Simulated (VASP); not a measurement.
# InP (F-43m) in VASP: a series of runs, part 2 of 2

VASP 6.6.1. The steps go on from the part before.

## 3. Single point, PBE (volume changed by +6%)

INCAR reads:

```
PREC     = Accurate       # precision mode
ENCUT    = 520            # plane-wave cutoff, eV
EDIFF    = 1E-7           # SCF threshold, eV
ISMEAR   = 0              # smearing method
SIGMA    = 0.01           # smearing width, eV
LREAL    = F              # projectors in reciprocal space
LASPH    = T              # aspherical terms in the spheres
NELM     = 100            # most SCF steps
ALGO     = Normal         # electronic algorithm
ISIF     = 2              # what is computed and relaxed
LWAVE    = F              # write WAVECAR
LCHARG   = T              # write CHGCAR
GGA      = PE             # functional
LELF     = T              # ELF
LVHAR    = T            
NBANDS   = 16             # bands
```

KPOINTS reads:

```
regular mesh
0
Gamma
  6 6 6
```

POSCAR reads:

```
InP
1.0
    0.0000000000      3.0384811455      3.0384811455
    3.0384811455      0.0000000000      3.0384811455
    3.0384811455      3.0384811455      0.0000000000
In P
1 1
Direct
    0.0000000000      0.0000000000      0.0000000000
    0.2500000000      0.2500000000      0.2500000000
```

Potentials or basis: VASP PAW PBE potentials, release 64 (In_d, P).

On the command line:

```console
$ cat potpaw_PBE.64/In_d/POTCAR potpaw_PBE.64/P/POTCAR > POTCAR
$ mpirun -np 1 vasp_std > vasp.out
```

OUTCAR:

```text
PREC = Accurate
   ENCUT = 520
   EDIFF = 1E-7
   ISMEAR = 0
   LREAL = F
   LASPH = T
   NELM = 100
   ISIF = 2
   GGA = PE

 ion  position               nearest neighbor table
   1  0.000  0.000  0.000-   2 2.63   2 2.63   2 2.63   2 2.63
   2  0.250  0.250  0.250-   1 2.63   1 2.63   1 2.63   1 2.63

  LATTYP: Found a face centered cubic cell.
 ALAT       =     6.0769622910

  Lattice vectors:

 A1 = (   0.0000000000,   3.0384811455,   3.0384811455)
 A2 = (   3.0384811455,   0.0000000000,   3.0384811455)
 A3 = (   3.0384811455,   3.0384811455,   0.0000000000)

Analysis of symmetry for initial positions (statically):
=====================================================================
 Subroutine PRICEL returns:
 Original cell was already a primitive cell.

 Routine SETGRP: Setting up the symmetry group for a
 face centered cubic supercell.

 Subroutine GETGRP returns: Found 24 space group operations
 (whereof 24 operations were pure point group operations)
 out of a pool of 48 trial point group operations.

The static configuration has the point symmetry T_d .

Analysis of symmetry for dynamics (positions and initial velocities):
=====================================================================
 Subroutine PRICEL returns:
 Original cell was already a primitive cell.

 Routine SETGRP: Setting up the symmetry group for a
 face centered cubic supercell.

 Subroutine GETGRP returns: Found 24 space group operations
 (whereof 24 operations were pure point group operations)
 out of a pool of 48 trial point group operations.

The dynamic configuration has the point symmetry T_d .

 Subroutine INISYM returns: Found 24 space group operations
 (whereof 24 operations are pure point group operations),
 and found     1 'primitive' translations

----------------------------------------------------------------------------------------

                                     Primitive cell

  volume of cell :      56.1048

  direct lattice vectors                    reciprocal lattice vectors
     0.000000000  3.038481146  3.038481146    -0.164555900  0.164555900  0.164555900
     3.038481146  0.000000000  3.038481146     0.164555900 -0.164555900  0.164555900
     3.038481146  3.038481146  0.000000000     0.164555900  0.164555900 -0.164555900

  length of vectors
     4.297061245  4.297061245  4.297061245     0.285019180  0.285019180  0.285019180

  position of ions in fractional coordinates (direct lattice)
     0.000000000  0.000000000  0.000000000
     0.250000000  0.250000000  0.250000000

  ion indices of the primitive-cell ions
   primitive index   ion index
                 1           1
                 2           2

----------------------------------------------------------------------------------------

 KPOINTS: regular mesh

Automatic generation of k-mesh.
 Grid dimensions read from file:
 generate k-points for:    6    6    6

 Generating k-lattice:

  Cartesian coordinates                     Fractional coordinates (reciprocal lattice)
    -0.027425983  0.027425983  0.027425983     0.166666667  0.000000000  0.000000000
     0.027425983 -0.027425983  0.027425983     0.000000000  0.166666667  0.000000000
     0.027425983  0.027425983 -0.027425983     0.000000000  0.000000000  0.166666667

  Length of vectors
     0.047503197  0.047503197  0.047503197

  Shift w.r.t. Gamma in fractional coordinates (k-lattice)
     0.000000000  0.000000000  0.000000000

 Subroutine IBZKPT returns following result:
 ===========================================

 Found     16 irreducible k-points:

 Following reciprocal coordinates:
            Coordinates               Weight
  0.000000  0.000000  0.000000      1.000000
  0.166667  0.000000  0.000000      8.000000
  0.333333  0.000000  0.000000      8.000000
  0.500000  0.000000  0.000000      4.000000
  0.166667  0.166667  0.000000      6.000000
  0.333333  0.166667  0.000000     24.000000
[... 8 lines left out ...]
 -0.333333  0.333333  0.166667     24.000000
 -0.333333  0.500000  0.166667     12.000000
   k-points           NKPTS =     16   k-points in BZ     NKDIM =     16   number of bands    NBANDS=     16
   number of dos      NEDOS =    301   number of ions     NIONS =      2
   total plane-waves  NPLWV =  32768
   dimension x,y,z NGX =    32 NGY =   32 NGZ =   32
   dimension x,y,z NGXF=    64 NGYF=   64 NGZF=   64
   ions per type =               1   1
   NGX,Y,Z   is equivalent  to a cutoff of  12.38, 12.38, 12.38 a.u.
   NGXF,Y,Z  is equivalent  to a cutoff of  24.76, 24.76, 24.76 a.u.
 SYSTEM =  unknown system
   PREC   = accura    normal or accurate (medium, high low for compatibility)
   ISTART =      0    job   : 0-new  1-cont  2-samecut
   ICHARG =      2    charge: 1-file 2-atom 10-const
   ISPIN  =      1    spin polarized calculation?
   LNONCOLLINEAR =      F non collinear calculations
   LSORBIT =      F    spin-orbit coupling
   LASPH  =      T    aspherical Exc in radial PAW
   ENCUT  =  520.0 eV  38.22 Ry    6.18 a.u.   7.99  7.99  7.99*2*pi/ulx,y,z
   NELM   =    100;   NELMIN=  2; NELMDL= -5     # of ELM steps
   EDIFF  = 0.1E-06   stopping-criterion for ELM
   LREAL  =      F    real-space projection
   EDIFFG = 0.1E-05   stopping-criterion for IOM
   NSW    =      0    number of steps for IOM
   IBRION =     -1    ionic relax: 0-MD 1-quasi-New 2-CG
   NFREE  =      0    steps in history (QN), initial steepest desc. (CG)
   ISIF   =      2    stress and relaxation
   ISYM   =      2    0-nonsym 1-usesym 2-fastsym
   POTIM  = 0.5000    time-step for ionic-motion
   TEBEG  =    0.0;   TEEND  =   0.0 temperature during run
   PSTRESS=    0.0 pullay stress
   NELECT =      18.0000    total number of electrons
   NUPDOWN=      -1.0000    fix difference up-down
   EMIN   =  10.00;   EMAX   =-10.00  energy-range for DOS
   EFERMI =   0.00;   METHOD = LEGACY
   ISMEAR =     0;   SIGMA  =   0.01  broadening in eV -4-tet -1-fermi 0-gaus
   EFERMI_NEDOS =   21; number of points for ismear=-14 and -15
   IALGO  =     38    algorithm
   IMIX   =      4    mixing-type and parameters
     AMIX     =   0.40;   BMIX     =  1.00
     AMIX_MAG =   1.60;   BMIX_MAG =  1.00
  volume/ion in A,a.u.               =      28.05       189.31
  Fermi-wavevector in a.u.,A,eV,Ry     =   1.120725  2.117863 17.089256  1.256025
  Thomas-Fermi vector in A             =   2.257374
   LORBIT       =      0    0 simple, 1 ext, 2 COOP (PROOUT), +10 PAW based schemes
   GGA     = PE    functional components
   LHFCALC =     F    Hartree Fock is set to
   AEXX    =    0.0000 exact exchange contribution
   IVDW    =     0    specifies the selected vdW correction
   LEPSILON=     F    determine dielectric tensor
   LRPA    =     F    only Hartree local field effects (RPA)
 non-spin polarized calculation
 Gauss-broadening in eV      SIGMA  =   0.01
  energy-cutoff  :      520.00
  volume of cell :       56.10
 maximum number of plane-waves:      1527
   NGX = 15   NGY = 15   NGZ = 15

 number of electron      17.9999991 magnetization

 Free energy of the ion-electron system (eV)
  ---------------------------------------------------
  ext. energy  EPLUGINS =         0.00000000
  ---------------------------------------------------
  free energy    TOTEN  =        -8.36300780 eV

  energy without entropy =       -8.36300780  energy(sigma->0) =       -8.36300780

 E-fermi :   4.1571     XC(G=0):  -8.8069

 val. band max:        4.0807658266   @ k =   0.0000   0.0000   0.0000
 cond. band min:       4.1980301522   @ k =   0.0000   0.0000   0.0000
 fundamental gap:      0.1172643257
 Fermi energy:         4.1570759446

 k-point     1 :       0.0000    0.0000    0.0000
  band No.  band energies     occupation
      1      -9.9433      2.00000
      2      -9.9433      2.00000
      3      -9.9433      2.00000
      4      -9.8388      2.00000
      5      -9.8388      2.00000
      6      -6.7500      2.00000
[... 8 lines left out ...]
     15      13.3461      0.00000
     16      13.3461      0.00000
[... 267 lines left out ...]
 k-point    16 :      -0.3333    0.5000    0.1667
  band No.  band energies     occupation
      1     -10.0508      2.00000
      2      -9.8944      2.00000
      3      -9.8767      2.00000
      4      -9.8570      2.00000
      5      -9.8237      2.00000
      6      -4.7855      2.00000
[... 8 lines left out ...]
     15      14.9243      0.00000
     16      15.5750      0.00000

------------------------ aborting loop because EDIFF is reached ----------------------------------------

  FORCE on cell =-STRESS in cart. coord.  units (eV):
  Direction    XX          YY          ZZ          XY          YZ          ZX
  --------------------------------------------------------------------------------------
  -------------------------------------------------------------------------------------
  Total       -1.0842648     -1.0842648     -1.0842648     -0.0000000      0.0000000     -0.0000000
  in kB      -30.9632326    -30.9632326    -30.9632326     -0.0000000      0.0000000     -0.0000000
  external PRESSURE =     -30.9632326 kB  Pullay stress =       0.0000000 kB

 VOLUME and BASIS-vectors are now :
 -----------------------------------------------------------------------------
  energy-cutoff  :      520.00
  volume of cell :       56.10
      direct lattice vectors                 reciprocal lattice vectors
     0.000000000  3.038481146  3.038481146    -0.164555900  0.164555900  0.164555900
     3.038481146  0.000000000  3.038481146     0.164555900 -0.164555900  0.164555900
     3.038481146  3.038481146  0.000000000     0.164555900  0.164555900 -0.164555900

 POSITION                                       TOTAL-FORCE (eV/Angst)
 -----------------------------------------------------------------------------------
      0.00000      0.00000      0.00000         0.000000      0.000000      0.000000
      1.51924      1.51924      1.51924        -0.000000     -0.000000     -0.000000
 -----------------------------------------------------------------------------------
    total drift:                               -0.000000     -0.000000     -0.000000

  FREE ENERGIE OF THE ION-ELECTRON SYSTEM (eV)
  ---------------------------------------------------
  free  energy   TOTEN  =        -8.3630077995 eV

  energy  without entropy=       -8.3630077995  energy(sigma->0) =       -8.36300780
```

It took 17 s on 1 thread of AMD EPYC 7R13 (Zen 3), shared host; peak memory 0.15 GiB.

Results:

- Free energy: -8.3630 eV
- Pressure: -3.1 GPa
- Band gap on the k mesh: 0.12 eV, direct

Caveat: spin-orbit coupling is left out, which moves the levels of the heavy elements.

## 4. Single point, r2SCAN (volume changed by -6%)

POSCAR reads:

```
InP
1.0
    0.0000000000      2.8935145237      2.8935145237
    2.8935145237      0.0000000000      2.8935145237
    2.8935145237      2.8935145237      0.0000000000
In P
1 1
Direct
    0.0000000000      0.0000000000      0.0000000000
    0.2500000000      0.2500000000      0.2500000000
```

INCAR.step1 reads:

```
PREC = Accurate ; ENCUT = 520
ISMEAR = 0 ; SIGMA = 0.01
LREAL = False ; LASPH = True
NELM = 80 ; NBANDS = 16
GGA = PE ; ALGO = Normal
EDIFF = 1E-4 ; LWAVE = True
LCHARG = False
```

INCAR.step2 reads:

```
PREC = Accurate ; ENCUT = 520
EDIFF = 1E-7 ; ISMEAR = 0
SIGMA = 0.01 ; LREAL = False
LASPH = True ; NELM = 80
ALGO = Normal ; ISIF = 2
LWAVE = False ; LCHARG = True
METAGGA = R2SCAN ; LMIXTAU = True
LELF = True ; LVHAR = True
NBANDS = 16 ; ISTART = 1
```

KPOINTS is that of step 3.

On the command line:

```console
$ cat potpaw_PBE.64/In_d/POTCAR potpaw_PBE.64/P/POTCAR > POTCAR
$ cp INCAR.step1 INCAR
$ mpirun -np 1 vasp_std > vasp.out
$ cp INCAR.step2 INCAR
$ mpirun -np 1 vasp_std > vasp.out
```

It used 49 s of CPU time on 1 thread of AMD EPYC 7R13 Processor (Zen 3), on a shared host.

The run converged. Its results:

- Free energy: -32.2458 eV
- Pressure: 4.7 GPa
- Band gap on the k mesh: 1.39 eV, direct

Levels at points of the mesh, in eV from the valence-band top:
```
           k point  band 5  band 6  band 7  band 8  band 9  band 10  band 11  band 12  band 13  band 14
(0.00, 0.00, 0.00)  -14.54  -12.28    0.00    0.00    0.00     1.39     4.43     4.43     4.43     9.33
(0.50, 0.00, 0.00)  -14.53  -10.33   -6.10   -1.07   -1.07     1.96     5.16     5.16     7.63    10.30
(0.50, 0.50, 0.00)  -14.50   -9.61   -6.06   -2.55   -2.55     1.94     2.54    10.16    10.58    10.58
```

Caveat: the PAW data sets were made with another functional, which shifts forces and pressure a little; spin-orbit coupling is left out, which moves the levels of the heavy elements.

## 5. Single point, r2SCAN (volume changed by -3%)

POSCAR reads:

```
InP
1.0
    0.0000000000      2.9239748097      2.9239748097
    2.9239748097      0.0000000000      2.9239748097
    2.9239748097      2.9239748097      0.0000000000
In P
1 1
Direct
    0.0000000000      0.0000000000      0.0000000000
    0.2500000000      0.2500000000      0.2500000000
```

INCAR.step1 reads:

```
SYSTEM = InP
PREC = Accurate
ENCUT = 520
ISMEAR = 0
SIGMA = 0.01
LREAL = .FALSE.
LASPH = .TRUE.
NELM = 100
NBANDS = 16
GGA = PE
ALGO = Normal
EDIFF = 1E-4
LWAVE = .TRUE.
LCHARG = .FALSE.
```

INCAR.step2 reads:

```
SYSTEM = InP
PREC = Accurate
ENCUT = 520
EDIFF = 1E-7
ISMEAR = 0
SIGMA = 0.01
LREAL = .FALSE.
LASPH = .TRUE.
NELM = 100
ALGO = Normal
ISIF = 2
LWAVE = .FALSE.
LCHARG = .FALSE.
METAGGA = R2SCAN
LMIXTAU = .TRUE.
NBANDS = 16
ISTART = 1
```

KPOINTS reads:

```
regular mesh
0
G
  6 6 6
  0 0 0
```

On the command line:

```console
$ cat potpaw_PBE.64/In_d/POTCAR potpaw_PBE.64/P/POTCAR > POTCAR
$ cp INCAR.step1 INCAR
$ mpirun -np 1 vasp_std > vasp.out
$ cp INCAR.step2 INCAR
$ mpirun -np 1 vasp_std > vasp.out
```

It took 85 s on 1 thread of AMD EPYC 7R13 (Zen 3), shared host; peak memory 0.15 GiB.

It converged, with:

| Item | Value |
| --- | --- |
| Free energy | -32.2787 eV |
| Pressure | 2.1 GPa |
| Band gap on the k mesh | 1.21 eV, direct |

Levels at points of the mesh, in eV from the valence-band top:
```
           k point  band 6  band 7  band 8  band 9  band 10  band 11  band 12  band 13
(0.00, 0.00, 0.00)  -12.05    0.00    0.00    0.00     1.21     4.44     4.44     4.44
(0.50, 0.00, 0.00)  -10.22   -5.92   -1.02   -1.02     1.88     5.16     5.16     7.56
(0.50, 0.50, 0.00)   -9.53   -5.91   -2.44   -2.44     1.99     2.55     9.93    10.36
```

Caveat: the PAW data sets were made with another functional, which shifts forces and pressure a little; spin-orbit coupling is left out, which moves the levels of the heavy elements.

## 6. Summary

| level | cell | gap on the mesh (eV) | pressure (GPa) |
| --- | --- | --- | --- |
| PBE | a = 4.256 Å, angles 60.0°, 2 atoms | 0.27 | -1.7 |
| PBE | a = 4.297 Å, angles 60.0°, 2 atoms | 0.12 | -3.1 |
| r2SCAN | a = 4.092 Å, angles 60.0°, 2 atoms | 1.39 | 4.7 |
| r2SCAN | a = 4.135 Å, angles 60.0°, 2 atoms | 1.21 | 2.1 |

Alike in all rows: task single point; potentials or basis VASP PAW PBE potentials, release 64 (In_d, P); no spin polarisation; k mesh 6 × 6 × 6; cutoff (eV) 520; smearing gaussian 0.01 eV.

Caveats: spin-orbit coupling is left out, which moves the levels of the heavy elements; the PAW data sets were made with another functional, which shifts forces and pressure a little (some runs).

Total energies depend on the potentials used, so only differences within one code and one set of settings carry meaning.
